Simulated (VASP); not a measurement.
# Zr in VASP: relaxation of the atoms with PBEsol

Aim: the relaxation of the atoms of Zr with PBEsol.

Program: VASP 6.6.1. These are calculated values, not measurements. Logs are shortened: lines on timing, memory, paths and dates and some standing lists are left out, and cuts for length are marked.

## Step 1: The cell of the first run

The cell holds a slab with vacuum, 3 atoms: a = 3.049 Å, b = 3.049 Å, c = 21.980 Å, α = 90.00°, β = 90.00°, γ = 109.47°.

## Step 2: Relaxation of the atoms, PBEsol

File INCAR:

```
SYSTEM = Zr
PREC = Accurate ; ENCUT = 520
EDIFF = 1E-7 ; ISMEAR = 0
SIGMA = 0.1 ; LREAL = .False.
LASPH = .True. ; NELM = 80
ALGO = Normal ; ISIF = 2
LWAVE = .False. ; LCHARG = .False.
LDIPOL = .True. ; IDIPOL = 3
DIPOL = 0.5 0.5 0.500 ; GGA = PS
IBRION = 2 ; NSW = 90
EDIFFG = -0.03
```

File KPOINTS:

```
regular mesh
0
Gamma
  10 10 1
  0 0 0
```

File POSCAR:

```
Zr
1.0
    3.0493229545      0.0000000000      0.0000000000
   -1.0164409848      2.8749292522      0.0000000000
    0.0000000000      0.0000000000     21.9795235330
Zr
3
Selective dynamics
Direct
    0.5000000000      0.5000000000      0.3867235788  F F F
    0.0000000000      0.0000000000      0.5000000000  T T T
    0.5000000000      0.5000000000      0.6132764212  T T T
```

Potentials or basis: VASP PAW PBE potentials, release 64 (Zr_sv).

The run is started by

```
$ cat potpaw_PBE.64/Zr_sv/POTCAR > POTCAR
$ mpirun -np 1 vasp_std > vasp.out
```

OUTCAR:

```text
SYSTEM = Zr
   PREC = Accurate
   ENCUT = 520
   EDIFF = 1E-7
   ISMEAR = 0
   LREAL = .False.
   LASPH = .True.
   NELM = 80
   ISIF = 2
   GGA = PS
   IBRION = 2
   NSW = 90
   EDIFFG = -0.03

 ion  position               nearest neighbor table
   1  0.500  0.500  0.387-   2 3.05   2 3.05   2 3.52   2 3.52
   2  0.000  0.000  0.500-   1 3.05   3 3.05   1 3.05   3 3.05   1 3.52   3 3.52   1 3.52   3 3.52

   3  0.500  0.500  0.613-   2 3.05   2 3.05   2 3.52   2 3.52

  LATTYP: Found a base centered orthorhombic cell.
 ALAT       =     3.5210548573
 B/A-ratio  =     1.4142135624
 C/A-ratio  =     6.2423121547

  Lattice vectors:

 A1 = (   3.0493229545,   0.0000000000,   0.0000000000)
 A2 = (  -1.0164409848,   2.8749292522,   0.0000000000)
 A3 = (   0.0000000000,   0.0000000000,  21.9795235330)

Analysis of symmetry for initial positions (statically):
=====================================================================
 Subroutine PRICEL returns:
 Original cell was already a primitive cell.

 Routine SETGRP: Setting up the symmetry group for a
 base centered orthorhombic supercell.

 Subroutine GETGRP returns: Found  8 space group operations
 (whereof  8 operations were pure point group operations)
 out of a pool of  8 trial point group operations.

The static configuration has the point symmetry D_2h.

Analysis of symmetry for dynamics (positions and initial velocities):
=====================================================================
 Subroutine PRICEL returns:
 Original cell was already a primitive cell.

 Routine SETGRP: Setting up the symmetry group for a
 base centered orthorhombic supercell.

 Subroutine GETGRP returns: Found  8 space group operations
 (whereof  8 operations were pure point group operations)
 out of a pool of  8 trial point group operations.

The dynamic configuration has the point symmetry D_2h.

Analysis of constrained symmetry for selective dynamics:
=====================================================================
 Subroutine PRICEL returns:
 Original cell was already a primitive cell.

 Routine SETGRP: Setting up the symmetry group for a
 base centered orthorhombic supercell.

 Subroutine GETGRP returns: Found  4 space group operations
 (whereof  4 operations were pure point group operations)
 out of a pool of  8 trial point group operations.

The constrained configuration has the point symmetry C_2v.

 Subroutine INISYM returns: Found  4 space group operations
 (whereof  4 operations are pure point group operations),
 and found     1 'primitive' translations

----------------------------------------------------------------------------------------

                                     Primitive cell

  volume of cell :     192.6854

  direct lattice vectors                    reciprocal lattice vectors
     3.049322955  0.000000000  0.000000000     0.327941650  0.115944882  0.000000000
    -1.016440985  2.874929252  0.000000000     0.000000000  0.347834646  0.000000000
     0.000000000  0.000000000 21.979523533     0.000000000  0.000000000  0.045496892

  length of vectors
     3.049322955  3.049322954 21.979523533     0.347834646  0.347834646  0.045496892

  position of ions in fractional coordinates (direct lattice)
     0.500000000  0.500000000  0.386723579
     0.000000000  0.000000000  0.500000000
     0.500000000  0.500000000  0.613276421

  ion indices of the primitive-cell ions
   primitive index   ion index
                 1           1
                 2           2
[... 32 lines left out ...]
  0.200000  0.000000  0.000000      4.000000
  0.300000  0.000000  0.000000      4.000000
  0.400000  0.000000  0.000000      4.000000
  0.500000  0.000000  0.000000      2.000000
[... 16 lines left out ...]
  0.300000  0.300000  0.000000      2.000000
  0.400000  0.300000  0.000000      4.000000
 [... further k-points ...]
   k-points           NKPTS =     31   k-points in BZ     NKDIM =     31   number of bands    NBANDS=     22
   number of dos      NEDOS =    301   number of ions     NIONS =      3
   total plane-waves  NPLWV =  96768
   dimension x,y,z NGX =    24 NGY =   24 NGZ =  168
   dimension x,y,z NGXF=    48 NGYF=   48 NGZF=  336
   ions per type =               3
   NGX,Y,Z   is equivalent  to a cutoff of  13.08, 13.08, 12.71 a.u.
   NGXF,Y,Z  is equivalent  to a cutoff of  26.17, 26.17, 25.41 a.u.
 SYSTEM =  Zr
   PREC   = accura    normal or accurate (medium, high low for compatibility)
   ISTART =      0    job   : 0-new  1-cont  2-samecut
   ICHARG =      2    charge: 1-file 2-atom 10-const
   ISPIN  =      1    spin polarized calculation?
   LNONCOLLINEAR =      F non collinear calculations
   LSORBIT =      F    spin-orbit coupling
   LASPH  =      T    aspherical Exc in radial PAW
   ENCUT  =  520.0 eV  38.22 Ry    6.18 a.u.   5.67  5.67 40.87*2*pi/ulx,y,z
   NELM   =     80;   NELMIN=  2; NELMDL= -5     # of ELM steps
   EDIFF  = 0.1E-06   stopping-criterion for ELM
   LREAL  =      F    real-space projection
   EDIFFG = -.3E-01   stopping-criterion for IOM
   NSW    =     90    number of steps for IOM
   IBRION =      2    ionic relax: 0-MD 1-quasi-New 2-CG
   NFREE  =      1    steps in history (QN), initial steepest desc. (CG)
   ISIF   =      2    stress and relaxation
   ISYM   =      2    0-nonsym 1-usesym 2-fastsym
   POTIM  = 0.5000    time-step for ionic-motion
   TEBEG  =    0.0;   TEEND  =   0.0 temperature during run
   PSTRESS=    0.0 pullay stress
   NELECT =      36.0000    total number of electrons
   NUPDOWN=      -1.0000    fix difference up-down
   EMIN   =  10.00;   EMAX   =-10.00  energy-range for DOS
   EFERMI =   0.00;   METHOD = LEGACY
   ISMEAR =     0;   SIGMA  =   0.10  broadening in eV -4-tet -1-fermi 0-gaus
   EFERMI_NEDOS =   21; number of points for ismear=-14 and -15
   IALGO  =     38    algorithm
   IMIX   =      4    mixing-type and parameters
     AMIX     =   0.40;   BMIX     =  1.00
     AMIX_MAG =   1.60;   BMIX_MAG =  1.00
  volume/ion in A,a.u.               =      64.23       433.44
  Fermi-wavevector in a.u.,A,eV,Ry     =   0.935893  1.768581 11.917276  0.875895
  Thomas-Fermi vector in A             =   2.062847
   LORBIT       =      0    0 simple, 1 ext, 2 COOP (PROOUT), +10 PAW based schemes
   GGA     = PS    functional components
   LHFCALC =     F    Hartree Fock is set to
   AEXX    =    0.0000 exact exchange contribution
   IVDW    =     0    specifies the selected vdW correction
   LEPSILON=     F    determine dielectric tensor
   LRPA    =     F    only Hartree local field effects (RPA)
 conjugate gradient relaxation of ions
 non-spin polarized calculation
 Gauss-broadening in eV      SIGMA  =   0.10
  energy-cutoff  :      520.00
  volume of cell :      192.69
 maximum number of plane-waves:      5241
   NGX = 11   NGY = 11   NGZ = 81

--------------------------------------- Ionic step        1  -------------------------------------------

 number of electron      36.0000000 magnetization

 Free energy of the ion-electron system (eV)
  ---------------------------------------------------
  ext. energy  EPLUGINS =         0.00000000
  ---------------------------------------------------
  free energy    TOTEN  =       -25.25368144 eV

  energy without entropy =      -25.22465915  energy(sigma->0) =      -25.23917030

------------------------ aborting loop because EDIFF is reached ----------------------------------------

  FORCE on cell =-STRESS in cart. coord.  units (eV):
  Direction    XX          YY          ZZ          XY          YZ          ZX
  --------------------------------------------------------------------------------------
  -------------------------------------------------------------------------------------
  Total       -2.9640848     -2.8212950     -1.7935366      0.2019353      0.0000000      0.0000000
  in kB      -24.6463351    -23.4590392    -14.9132390      1.6790900      0.0000000      0.0000000
  external PRESSURE =     -21.0062045 kB  Pullay stress =       0.0000000 kB
[... 174 lines left out ...]
 number of electron      36.0000000 magnetization

------------------------ aborting loop because EDIFF is reached ----------------------------------------

 vacuum level on the upper side and lower side of the slab       (xc-potential included)         0.024        -0.040

  FORCE on cell =-STRESS in cart. coord.  units (eV):
  Direction    XX          YY          ZZ          XY          YZ          ZX
  --------------------------------------------------------------------------------------
  -------------------------------------------------------------------------------------
  Total       -2.4240003     -2.1448006     -0.5860347      0.3948479      0.0000000      0.0000000
  in kB      -20.1555377    -17.8339955     -4.8728722      3.2831564      0.0000000      0.0000000
  external PRESSURE =     -14.2874685 kB  Pullay stress =       0.0000000 kB
[... 55 lines left out ...]
  FREE ENERGIE OF THE ION-ELECTRON SYSTEM (eV)
  ---------------------------------------------------
  free  energy   TOTEN  =       -25.2900180067 eV

  energy  without entropy=      -25.2598888978  energy(sigma->0) =      -25.27495345

 dipolmoment           0.000000      0.000000      0.000082 electrons x Angstroem

--------------------------------------- Ionic step        8  -------------------------------------------

 number of electron      36.0000000 magnetization

 dipolmoment           0.000000      0.000000     -0.000116 electrons x Angstroem

 Free energy of the ion-electron system (eV)
  ---------------------------------------------------
  ext. energy  EPLUGINS =         0.00000000
  ---------------------------------------------------
  free energy    TOTEN  =       -25.29010748 eV

  energy without entropy =      -25.26007801  energy(sigma->0) =      -25.27509275

 E-fermi :   0.5039     XC(G=0):  -4.8145

 val. band max:        0.5037469081   @ k =   0.1000   0.0000   0.0000
 cond. band min:       0.5047623852   @ k =  -0.1000   0.1000   0.0000
 fundamental gap:      0.0010154772
 Fermi energy:         0.5038587013

 k-point     1 :       0.0000    0.0000    0.0000
  band No.  band energies     occupation
      1     -47.9843      2.00000
      2     -47.9699      2.00000
      3     -47.4005      2.00000
      4     -26.4018      2.00000
      5     -26.1317      2.00000
      6     -25.6997      2.00000
[... 589 lines left out ...]
     21       1.6343      0.00000
     22       1.8705      0.00000

 [... further k-points ...]

------------------------ aborting loop because EDIFF is reached ----------------------------------------

 vacuum level on the upper side and lower side of the slab       (xc-potential included)        -0.148        -0.125

  FORCE on cell =-STRESS in cart. coord.  units (eV):
  Direction    XX          YY          ZZ          XY          YZ          ZX
  --------------------------------------------------------------------------------------
  -------------------------------------------------------------------------------------
  Total       -2.2070328     -1.8984854     -0.1138551      0.4363519      0.0000000      0.0000000
  in kB      -18.3514553    -15.7858868     -0.9467038      3.6282617      0.0000000      0.0000000
  external PRESSURE =     -11.6946820 kB  Pullay stress =       0.0000000 kB
[... 18 lines left out ...]
  FREE ENERGIE OF THE ION-ELECTRON SYSTEM (eV)
  ---------------------------------------------------
  free  energy   TOTEN  =       -25.2901074780 eV

  energy  without entropy=      -25.2600780133  energy(sigma->0) =      -25.27509275

 reached required accuracy - stopping structural energy minimisation

 vacuum level on the upper side and lower side of the slab         4.592         4.642
```

Run time: 12 min. Hardware: 1 thread of Intel Xeon Platinum 8559C (Emerald Rapids), shared host; peak memory 0.36 GiB.

Results:

```yaml
Free_energy: -25.2901 eV
Energy_gained_by_relaxing: 12.1 meV/atom
Ionic_steps: 8
Band_gap_on_the_k_mesh: zero (bands 18 and 19 overlap by 0.61 eV)
```

The path:
| step | energy change (eV) | largest force on free atoms (eV/Å) | pressure (GPa) |
| --- | --- | --- | --- |
| 1 | 0.0000 | 0.3546 | -2.10 |
| 2 | -0.0057 | 0.3107 | -2.02 |
| 3 | -0.0180 | 0.1660 | -1.77 |
| 4 | -0.0174 | 0.4375 | -1.20 |
| 5 | -0.0223 | 0.2655 | -1.52 |
| 6 | -0.0290 | 0.1910 | -1.43 |
| 7 | -0.0363 | 0.0452 | -1.14 |
| 8 | -0.0364 | 0.0270 | -1.17 |

Final structure:
```cif
data_structure
_symmetry_space_group_name_H-M 'P 1'
_symmetry_Int_Tables_number 1
_cell_length_a 3.0493
_cell_length_b 3.0493
_cell_length_c 21.9795
_cell_angle_alpha 90.000
_cell_angle_beta 90.000
_cell_angle_gamma 109.471
_cell_volume 192.69
loop_
_atom_site_label
_atom_site_type_symbol
_atom_site_fract_x
_atom_site_fract_y
_atom_site_fract_z
_atom_site_occupancy
Zr1 Zr 0.50000 0.50000 0.38672 1
Zr2 Zr 0.00000 0.00000 0.49555 1
Zr3 Zr 0.50000 0.50000 0.60469 1
```

Caveat: the PAW data sets were made with another functional, which shifts forces and pressure a little.
